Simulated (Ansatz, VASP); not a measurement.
# One calculation of TlAgS2, two programs

```
Tl Ag S
1.0
     4.93086    0.00000    0.00000
     0.00000    4.93086    0.00000
     0.00000    0.00000    3.79338
Tl Ag S
1 1 2
Direct
  0.50000 0.50000 0.50000
  0.00000 0.00000 0.00000
  0.50000 0.00000 0.00000
  0.00000 0.50000 0.00000
```

Alike in both runs: functional PBE; k mesh 10 × 10 × 16; occupations gaussian, width 0.1 eV; no spin polarisation.

Ansatz relaxed the structure, and its values are those at the end. VASP's run is a single point on that final structure, the one shown.

|  | VASP | Ansatz |
| --- | --- | --- |
| version | VASP 6.6.1 | Ansatz 0.2.0 |
| potentials or method | VASP PAW PBE potentials, release 64 (Tl_d, Ag, S), cutoff 520 eV | scalar-relativistic, plane waves, PAW |
| valence electrons in the cell | 36 | 44 |

VASP gave:

```
gap on the k mesh at the Fermi level (eV) : none
pressure (GPa)                            : -0.1
```

Problem. Which values does Ansatz return?

Solution. gap on the k mesh at the Fermi level (eV): none; pressure (GPa): 0.0.

A gap of «none» marks a metal or a gap that the smearing closes. The functional is the same, so the differences come from potentials, cutoffs and numerics. VASP's potentials hold 36 valence electrons a cell and Ansatz's 44, so a difference there can come from the potentials and not from the codes.

Spin-orbit coupling is off throughout.
